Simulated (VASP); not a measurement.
# LiCl (P-1) in VASP: single point with PBE

Aim: the single point of LiCl with PBE.

All numbers are computed with VASP 6.6.1; they aren't measurements. Logs are shortened: lines on timing, memory, paths and dates and some standing lists are left out, and cuts for length are marked.

**1. The cell of the first run**

The typed cell holds 8 atoms: a = 4.186 Å, b = 4.188 Å, c = 10.584 Å, α = 90.00°, β = 90.00°, γ = 60.01°.

**2. Single point, PBE**

File INCAR:

```
SYSTEM = LiCl
ALGO     = Normal         ! electronic algorithm
EDIFF    = 1E-7           ! SCF threshold, eV
ENCUT    = 520            ! plane-wave cutoff, eV
GGA      = PE             ! functional
ISIF     = 2              ! what is computed and relaxed
ISMEAR   = 0              ! smearing method
LASPH    = .True.         ! aspherical terms in the spheres
LCHARG   = .False.        ! write CHGCAR
LREAL    = .False.        ! projectors in reciprocal space
LWAVE    = .False.        ! write WAVECAR
NBANDS   = 30             ! bands
NELM     = 100            ! most SCF steps
PREC     = Accurate       ! precision mode
SIGMA    = 0.02           ! smearing width, eV
```

File KPOINTS:

```
k-points
0
Gamma
  6 6 2
  0 0 0
```

File POSCAR:

```
LiCl
1.0
    4.1836455942      0.0008463633     -0.1279871282
    2.0916718885      3.6271224072     -0.0643039900
    0.3235852211      0.0008811281     10.5787278738
Li Cl
4 4
Direct
    1.1667465145      0.1666191914      0.8746317951
    0.1665194862      0.1667445817      0.3743105720
   -0.1667465145      0.8333808086      0.1253682049
    0.8334805138      0.8332554183      0.6256894280
    0.1664801618      0.1668467161      0.1249804048
    0.1666752696      0.1667374258      0.6251086657
    0.8335198382      0.8331532839      0.8750195952
    0.8333247304      0.8332625742      0.3748913343
```

Potentials or basis: VASP PAW PBE potentials, release 64 (Li_sv, Cl).

Command:

```bash
$ cat potpaw_PBE.64/Li_sv/POTCAR potpaw_PBE.64/Cl/POTCAR > POTCAR
$ mpirun -np 1 vasp_std > vasp.out
```

OUTCAR:

```text
SYSTEM = LiCl
   EDIFF = 1E-7
   ENCUT = 520
   GGA = PE
   ISIF = 2
   ISMEAR = 0
   LASPH = .True.
   LREAL = .False.
   NELM = 100
   PREC = Accurate

 ion  position               nearest neighbor table
   1  0.167  0.167  0.875-   7 2.42   7 2.42   7 2.42
   2  0.167  0.167  0.374-   8 2.42   8 2.42   8 2.42
   3  0.833  0.833  0.125-   5 2.42   5 2.42   5 2.42
   4  0.833  0.833  0.626-   6 2.42   6 2.42   6 2.42
   5  0.166  0.167  0.125-   3 2.42   3 2.42   3 2.42
   6  0.167  0.167  0.625-   4 2.42   4 2.42   4 2.42
   7  0.834  0.833  0.875-   1 2.42   1 2.42   1 2.42
   8  0.833  0.833  0.375-   2 2.42   2 2.42   2 2.42

  LATTYP: Found a simple monoclinic cell.
 ALAT       =     4.1856029290
 B/A-ratio  =     2.5285904785
 C/A-ratio  =     1.0003143357
 COS(beta)  =    -0.4997014882

  Lattice vectors:

 A1 = (   4.1836455942,   0.0008463633,  -0.1279871282)
 A2 = (  -0.3235852211,  -0.0008811281, -10.5787278738)
 A3 = (  -2.0919737057,   3.6262760439,   0.0636831382)

Analysis of symmetry for initial positions (statically):
=====================================================================
 Subroutine PRICEL returns:
 Original cell was already a primitive cell.

 Routine SETGRP: Setting up the symmetry group for a
 simple monoclinic supercell.

 Subroutine GETGRP returns: Found  2 space group operations
 (whereof  2 operations were pure point group operations)
 out of a pool of  4 trial point group operations.

The static configuration has the point symmetry S_2 .

Analysis of symmetry for dynamics (positions and initial velocities):
=====================================================================
 Subroutine PRICEL returns:
 Original cell was already a primitive cell.

 Routine SETGRP: Setting up the symmetry group for a
 simple monoclinic supercell.

 Subroutine GETGRP returns: Found  2 space group operations
 (whereof  2 operations were pure point group operations)
 out of a pool of  4 trial point group operations.

The dynamic configuration has the point symmetry S_2 .

 Subroutine INISYM returns: Found  2 space group operations
 (whereof  2 operations are pure point group operations),
 and found     1 'primitive' translations

----------------------------------------------------------------------------------------

                                     Primitive cell

  volume of cell :     160.6594

  direct lattice vectors                    reciprocal lattice vectors
     4.183645594  0.000846363 -0.127987128     0.238830734 -0.137857096 -0.007293942
     2.091671889  3.627122407 -0.064303990    -0.000056431  0.275732815 -0.000021240
     0.323585221  0.000881128 10.578727874     0.002889159  0.000008204  0.094440949

  length of vectors
     4.185602929  4.187510388 10.583675713     0.275858478  0.275732821  0.094485132

  position of ions in fractional coordinates (direct lattice)
     0.166746514  0.166619191  0.874631795
     0.166519486  0.166744582  0.374310572
     0.833253486  0.833380809  0.125368205
     0.833480514  0.833255418  0.625689428
     0.166480162  0.166846716  0.124980405
     0.166675270  0.166737426  0.625108666
     0.833519838  0.833153284  0.875019595
     0.833324730  0.833262574  0.374891334

  ion indices of the primitive-cell ions
   primitive index   ion index
                 1           1
                 2           2
                 3           3
                 4           4
                 5           5
                 6           6
                 7           7
                 8           8

----------------------------------------------------------------------------------------

 KPOINTS: k-points

Automatic generation of k-mesh.
 Grid dimensions read from file:
 generate k-points for:    6    6    2

 Generating k-lattice:

  Cartesian coordinates                     Fractional coordinates (reciprocal lattice)
     0.039805122 -0.022976183 -0.001215657     0.166666667 -0.000000000 -0.000000000
    -0.000009405  0.045955469 -0.000003540    -0.000000000  0.166666667  0.000000000
     0.001444580  0.000004102  0.047220475     0.000000000 -0.000000000  0.500000000

  Length of vectors
     0.045976413  0.045955470  0.047242566

  Shift w.r.t. Gamma in fractional coordinates (k-lattice)
     0.000000000  0.000000000  0.000000000

 Subroutine IBZKPT returns following result:
 ===========================================

 Found     40 irreducible k-points:

 Following reciprocal coordinates:
            Coordinates               Weight
  0.000000  0.000000  0.000000      1.000000
  0.166667  0.000000 -0.000000      2.000000
  0.333333  0.000000 -0.000000      2.000000
  0.500000  0.000000 -0.000000      1.000000
 -0.000000  0.166667  0.000000      2.000000
  0.166667  0.166667 -0.000000      2.000000
[... 16 lines left out ...]
  0.333333  0.000000  0.500000      2.000000
  0.500000  0.000000  0.500000      1.000000
 [... further k-points ...]
   k-points           NKPTS =     40   k-points in BZ     NKDIM =     40   number of bands    NBANDS=     30
   number of dos      NEDOS =    301   number of ions     NIONS =      8
   total plane-waves  NPLWV =  81920
   dimension x,y,z NGX =    32 NGY =   32 NGZ =   80
   dimension x,y,z NGXF=    64 NGYF=   64 NGZF=  160
   ions per type =               4   4
   NGX,Y,Z   is equivalent  to a cutoff of  12.71, 12.70, 12.57 a.u.
   NGXF,Y,Z  is equivalent  to a cutoff of  25.42, 25.41, 25.13 a.u.
 SYSTEM =  LiCl
   PREC   = accura    normal or accurate (medium, high low for compatibility)
   ISTART =      0    job   : 0-new  1-cont  2-samecut
   ICHARG =      2    charge: 1-file 2-atom 10-const
   ISPIN  =      1    spin polarized calculation?
   LNONCOLLINEAR =      F non collinear calculations
   LSORBIT =      F    spin-orbit coupling
   LASPH  =      T    aspherical Exc in radial PAW
   ENCUT  =  520.0 eV  38.22 Ry    6.18 a.u.   7.78  7.79 19.68*2*pi/ulx,y,z
   NELM   =    100;   NELMIN=  2; NELMDL= -5     # of ELM steps
   EDIFF  = 0.1E-06   stopping-criterion for ELM
   LREAL  =      F    real-space projection
   EDIFFG = 0.1E-05   stopping-criterion for IOM
   NSW    =      0    number of steps for IOM
   IBRION =     -1    ionic relax: 0-MD 1-quasi-New 2-CG
   NFREE  =      0    steps in history (QN), initial steepest desc. (CG)
   ISIF   =      2    stress and relaxation
   ISYM   =      2    0-nonsym 1-usesym 2-fastsym
   POTIM  = 0.5000    time-step for ionic-motion
   TEBEG  =    0.0;   TEEND  =   0.0 temperature during run
   PSTRESS=    0.0 pullay stress
   NELECT =      40.0000    total number of electrons
   NUPDOWN=      -1.0000    fix difference up-down
   EMIN   =  10.00;   EMAX   =-10.00  energy-range for DOS
   EFERMI =   0.00;   METHOD = LEGACY
   ISMEAR =     0;   SIGMA  =   0.02  broadening in eV -4-tet -1-fermi 0-gaus
   EFERMI_NEDOS =   21; number of points for ismear=-14 and -15
   IALGO  =     38    algorithm
   IMIX   =      4    mixing-type and parameters
     AMIX     =   0.40;   BMIX     =  1.00
     AMIX_MAG =   1.60;   BMIX_MAG =  1.00
  volume/ion in A,a.u.               =      20.08       135.52
  Fermi-wavevector in a.u.,A,eV,Ry     =   1.029895  1.946219 14.431468  1.060683
  Thomas-Fermi vector in A             =   2.163965
   LORBIT       =      0    0 simple, 1 ext, 2 COOP (PROOUT), +10 PAW based schemes
   GGA     = PE    functional components
   LHFCALC =     F    Hartree Fock is set to
   AEXX    =    0.0000 exact exchange contribution
   IVDW    =     0    specifies the selected vdW correction
   LEPSILON=     F    determine dielectric tensor
   LRPA    =     F    only Hartree local field effects (RPA)
 non-spin polarized calculation
 Gauss-broadening in eV      SIGMA  =   0.02
  energy-cutoff  :      520.00
  volume of cell :      160.66
 maximum number of plane-waves:      4365
   NGX = 15   NGY = 15   NGZ = 39

 number of electron      39.9999971 magnetization

 Free energy of the ion-electron system (eV)
  ---------------------------------------------------
  ext. energy  EPLUGINS =         0.00000000
  ---------------------------------------------------
  free energy    TOTEN  =       -29.57737245 eV

  energy without entropy =      -29.57737245  energy(sigma->0) =      -29.57737245

 E-fermi :  -0.2605     XC(G=0):  -7.8082

 val. band max:       -0.4926664935   @ k =   0.0000   0.0000   0.0000
 cond. band min:       5.0887694993   @ k =   0.0000   0.0000   0.0000
 fundamental gap:      5.5814359928
 Fermi energy:        -0.2604721796

 k-point     1 :       0.0000    0.0000    0.0000
  band No.  band energies     occupation
      1     -44.0572      2.00000
      2     -44.0557      2.00000
      3     -44.0542      2.00000
      4     -44.0528      2.00000
      5     -13.7770      2.00000
      6     -13.4641      2.00000
[... 22 lines left out ...]
     29       8.3245      0.00000
     30       8.3259      0.00000

 k-point     2 :       0.1667    0.0000   -0.0000
  band No.  band energies     occupation
      1     -44.0570      2.00000
      2     -44.0556      2.00000
      3     -44.0541      2.00000
      4     -44.0528      2.00000
      5     -13.7219      2.00000
      6     -13.4430      2.00000
[... 22 lines left out ...]
     29       8.9951      0.00000
     30       9.0202      0.00000

 k-point     3 :       0.3333    0.0000   -0.0000
  band No.  band energies     occupation
      1     -44.0564      2.00000
      2     -44.0555      2.00000
      3     -44.0538      2.00000
      4     -44.0529      2.00000
      5     -13.5855      2.00000
      6     -13.4000      2.00000
[... 682 lines left out ...]
     29       9.7639      0.00000
     30       9.7677      0.00000

 k-point    24 :       0.5000    0.0000    0.5000
  band No.  band energies     occupation
      1     -44.0561      2.00000
      2     -44.0556      2.00000
      3     -44.0536      2.00000
      4     -44.0531      2.00000
      5     -13.4548      2.00000
      6     -13.4500      2.00000
[... 22 lines left out ...]
     29      10.0860      0.00000
     30      10.1171      0.00000

 [... further k-points ...]

------------------------ aborting loop because EDIFF is reached ----------------------------------------

  FORCE on cell =-STRESS in cart. coord.  units (eV):
  Direction    XX          YY          ZZ          XY          YZ          ZX
  --------------------------------------------------------------------------------------
  -------------------------------------------------------------------------------------
  Total       -0.0820459     -0.0866438     -0.1094060     -0.0004495      0.0000886     -0.0007551
  in kB       -0.8182039     -0.8640562     -1.0910522     -0.0044831      0.0008833     -0.0075303
  external PRESSURE =      -0.9244374 kB  Pullay stress =       0.0000000 kB

 VOLUME and BASIS-vectors are now :
 -----------------------------------------------------------------------------
  energy-cutoff  :      520.00
  volume of cell :      160.66
      direct lattice vectors                 reciprocal lattice vectors
     4.183645594  0.000846363 -0.127987128     0.238830734 -0.137857096 -0.007293942
     2.091671889  3.627122407 -0.064303990    -0.000056431  0.275732815 -0.000021240
     0.323585221  0.000881128 10.578727874     0.002889159  0.000008204  0.094440949

 POSITION                                       TOTAL-FORCE (eV/Angst)
 -----------------------------------------------------------------------------------
      1.32914      0.60526      9.22044        -0.000046      0.000186      0.000783
      1.16655      0.60527      3.92769         0.000441     -0.000060      0.003993
      5.26976      3.02359      1.16600         0.000046     -0.000186     -0.000783
      5.43235      3.02358      6.45874        -0.000441      0.000060     -0.003993
      1.08592      0.60542      1.29010         0.000193     -0.000217     -0.000535
      1.24835      0.60547      6.58080        -0.000138      0.000027     -0.000718
      5.51298      3.02343      9.09634        -0.000193      0.000217      0.000535
      5.35056      3.02338      3.80564         0.000138     -0.000027      0.000718
 -----------------------------------------------------------------------------------
    total drift:                                0.000000      0.000000      0.000000

  FREE ENERGIE OF THE ION-ELECTRON SYSTEM (eV)
  ---------------------------------------------------
  free  energy   TOTEN  =       -29.5773724528 eV

  energy  without entropy=      -29.5773724528  energy(sigma->0) =      -29.57737245
```

It took 90 s on 1 thread of Intel Xeon 6975P-C (Granite Rapids), shared host; peak memory 0.34 GiB.

Results:

| Quantity | Value |
| --- | --- |
| Free energy | -29.5774 eV |
| Largest force | 0.004 eV/Å |
| Band gap on the k mesh | 5.58 eV |

Forces in eV/Å, atoms in the order of the input:
```
Li   0.000  0.000  0.001
Li   0.000  0.000  0.004
Li   0.000  0.000 -0.001
Li   0.000  0.000 -0.004
Cl   0.000  0.000 -0.001
Cl   0.000  0.000 -0.001
Cl   0.000  0.000  0.001
Cl   0.000  0.000  0.001
```

Caveat: the cutoff is under 1.25 times the usual one of these potentials, so pressure, stress and relaxed cells hold a basis-set (Pulay) error.
